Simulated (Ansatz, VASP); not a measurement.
# Two plane-wave programs on InSb

```
In Sb
1.0
     0.00000    3.27001    3.22739
     3.27001    0.00000    3.22739
     3.27001    3.27001    0.00000
In Sb
1 1
Direct
  0.00000 0.00000 0.00000
  0.25000 0.25000 0.25000
```

Change from the starting cell: strained cell.

Alike in both runs: functional PBEsol; k mesh 10 × 10 × 10; occupations gaussian, width 0.1 eV; no spin polarisation.

Ansatz relaxed the structure, and its values are those at the end. VASP's run is a single point on that final structure, the one shown.

```csv
,VASP,Ansatz
version,VASP 6.6.1,Ansatz 0.2.0
potentials or method,"VASP PAW PBE potentials, release 64 (In_d, Sb), cutoff 500 eV","scalar-relativistic, plane waves, PAW"
valence electrons in the cell,18,28
```

|  | VASP | Ansatz | Ansatz less VASP |
| --- | --- | --- | --- |
| gap on the k mesh at the Fermi level (eV) | none | none | - |
| pressure (GPa) | 0.2 | 0.1 | -0.02 |

VASP's potentials were made for PBE, not for PBEsol. A gap of «none» marks a metal or a gap that the smearing closes. VASP's potentials hold 18 valence electrons a cell and Ansatz's 28, so a difference there can come from the potentials and not from the codes. Ansatz's warnings: stress scf threshold loose.

Spin-orbit coupling is off throughout.
